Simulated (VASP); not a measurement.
Input of a VASP 6.6.1 run:

Contents of POSCAR:

```
Se
1.0
    4.3551700000      0.0000000000      0.0000000000
   -2.1775850000      3.7716878578      0.0000000000
    0.0000000000      0.0000000000      4.9494500000
Se
3
Direct
    0.2170000000      0.0000000000      0.1666666667
    0.0000000000      0.2170000000      0.8333333333
    0.7896283322      0.7962566644      0.5000000000
```

The input INCAR.step1:

```
SYSTEM = Se
PREC = Accurate ; ENCUT = 520
ISMEAR = 0 ; SIGMA = 0.05
LREAL = .False. ; LASPH = .True.
NELM = 100 ; NBANDS = 16
GGA = PE ; ALGO = Normal
EDIFF = 1E-4 ; LWAVE = .True.
LCHARG = .False.
```

File INCAR.step2:

```
SYSTEM = Se
PREC = Accurate ; ENCUT = 520
EDIFF = 1E-7 ; ISMEAR = 0
SIGMA = 0.05 ; LREAL = .False.
LASPH = .True. ; NELM = 100
ALGO = Normal ; ISIF = 2
LWAVE = .False. ; LCHARG = .True.
METAGGA = R2SCAN ; LMIXTAU = .True.
LELF = .True. ; LVHAR = .True.
NBANDS = 16 ; ISTART = 1
```

File KPOINTS:

```
regular mesh
0
Gamma
  9 9 6
  0 0 0
```

Potentials or basis: VASP PAW PBE potentials, release 64 (Se).

Command:

```sh
$ cat potpaw_PBE.64/Se/POTCAR > POTCAR
$ cp INCAR.step1 INCAR
$ mpirun -np 1 vasp_std > vasp.out
$ cp INCAR.step2 INCAR
$ mpirun -np 1 vasp_std > vasp.out
```

(1) Predict the largest force.

(2) Estimate the band gap on the k mesh.

(3) Estimate the pressure.

## Answers

(1) 1.268 eV/Å.

(2) 1.17 eV (least direct gap 1.41 eV).

(3) 5.1 GPa.

Caveat: the cell stands under pressure; the PAW data sets were made with another functional, which shifts forces and pressure a little.
